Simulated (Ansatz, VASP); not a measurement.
**One calculation of Nb, two programs**

```
Nb
1.0
     4.93068    0.00000    0.00000
    -2.46534    4.27010    0.00000
     0.00000    0.00000    3.02272
Nb
3
Direct
  0.00000 0.00000 0.00000
  0.33333 0.66667 0.50000
  0.66667 0.33333 0.50000
```

Alike in both runs: task single point; functional PBEsol; k mesh 6 × 6 × 6; occupations gaussian, width 0.1 eV; no spin polarisation.

|  | VASP | Ansatz |
| --- | --- | --- |
| version | VASP 6.6.1 | Ansatz 0.2.0 |
| potentials or method | VASP PAW PBE potentials, release 64 (Nb_sv), cutoff 500 eV | scalar-relativistic, plane waves, PAW |
| valence electrons in the cell | 39 | 39 |

Ansatz gave:

| Quantity | Value |
| --- | --- |
| gap on the k mesh at the Fermi level (eV) | none |
| pressure (GPa) | -21.4 |
| traceless stress, the component that is largest in VASP (GPa) | -11.07 |

**Question.** What did VASP give for the same quantities?

**Answer.** gap on the k mesh at the Fermi level (eV): none; pressure (GPa): -21.7; traceless stress, the component that is largest in VASP (GPa): -11.06.

VASP's potentials were made for PBE, not for PBEsol. A gap of «none» marks a metal or a gap that the smearing closes.
